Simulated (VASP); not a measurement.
Input of a VASP 6.6.1 run:

INCAR

```
SYSTEM = Si4Ge3
  PREC = Accurate
  ENCUT = 520
  EDIFF = 1E-6
  ISMEAR = 0
  SIGMA = 0.02
  LREAL = .FALSE.
  LASPH = .TRUE.
  NELM = 100
  ALGO = Normal
  ISIF = 2
  LWAVE = .FALSE.
  LCHARG = .FALSE.
  GGA = PE
  NBANDS = 71
```

File KPOINTS:

```
regular mesh
0
G
  6 6 6
  0 0 0
```

File POSCAR:

```
Si4Ge3
1.0
    5.2202411356      3.0139076249      3.2244905830
   -5.2202411356      3.0139076249      3.2244905830
    0.0000000000     -6.0278152498      3.2244905830
Si Ge
8 6
Direct
    0.1535798768      0.0188124132      0.4406245929
    0.8464201232      0.9811875868      0.5593754071
    0.4406245929      0.1535798768      0.0188124132
    0.5593754071      0.8464201232      0.9811875868
    0.0188124132      0.4406245929      0.1535798768
    0.9811875868      0.5593754071      0.8464201232
    0.8767267958      0.8767267958      0.8767267958
    0.1232732042      0.1232732042      0.1232732042
    0.7381326429      0.3027056020      0.5950661665
    0.2618673571      0.6972943980      0.4049338335
    0.4049338335      0.2618673571      0.6972943980
    0.5950661665      0.7381326429      0.3027056020
    0.6972943980      0.4049338335      0.2618673571
    0.3027056020      0.5950661665      0.7381326429
```

Potentials or basis: VASP PAW PBE potentials, release 64 (Si, Ge_d).

Run with:

```bash
$ cat potpaw_PBE.64/Si/POTCAR potpaw_PBE.64/Ge_d/POTCAR > POTCAR
$ mpirun -np 1 vasp_std > vasp.out
```

Q: Predict the pressure.

A: -0.1 GPa.

Q: Predict the largest force.

A: 0.006 eV/Å.

Q: Predict the band gap on the k mesh.

A: 0.71 eV (least direct gap 1.40 eV).

Forces in eV/Å, atoms in the order of the input:
```
Si   0.000 -0.002  0.003
Si   0.000  0.002 -0.003
Si   0.002  0.001  0.003
Si  -0.002 -0.001 -0.003
Si  -0.002  0.001  0.003
Si   0.002 -0.001 -0.003
Si   0.000  0.000  0.006
Si   0.000  0.000 -0.006
Ge   0.004  0.001  0.005
Ge  -0.004 -0.001 -0.005
Ge   0.002 -0.003 -0.005
Ge  -0.002  0.003  0.005
Ge   0.001  0.003 -0.005
Ge  -0.001 -0.003  0.005
```

A k mesh can miss the band edges.
